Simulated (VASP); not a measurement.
A run of VASP 6.6.1:

The input INCAR:

```
SYSTEM = Zn
  PREC = Accurate
  ENCUT = 520
  EDIFF = 1E-6
  ISMEAR = -1
  SIGMA = 0.1
  LREAL = .False.
  LASPH = .True.
  NELM = 100
  ALGO = Normal
  ISIF = 2
  LWAVE = .False.
  LCHARG = .False.
  GGA = RP
  NBANDS = 12
```

KPOINTS

```
regular mesh
0
Gamma
  16 16 16
  0 0 0
```

Contents of POSCAR:

```
Zn
1.0
   -1.6523555390      1.6523555390      1.6523555390
    1.6523555390     -1.6523555390      1.6523555390
    1.6523555390      1.6523555390     -1.6523555390
Zn
1
Direct
    0.0000000000      0.0000000000      0.0000000000
```

Potentials or basis: VASP PAW PBE potentials, release 64 (Zn).

The run is started by

```bash
$ cat potpaw_PBE.64/Zn/POTCAR > POTCAR
$ mpirun -np 1 vasp_std > vasp.out
```

Hardware: 1 thread of Intel(R) Xeon(R) Platinum 8488C (Sapphire Rapids), with other jobs on the host.

Problem. Estimate the wall time of this run.

Solution. Wall time 13 s on 1 thread of Intel(R) Xeon(R) Platinum 8488C (Sapphire Rapids) (shared host), peak memory 0.15 GiB. Counts: scf iterations 11, k points 145.
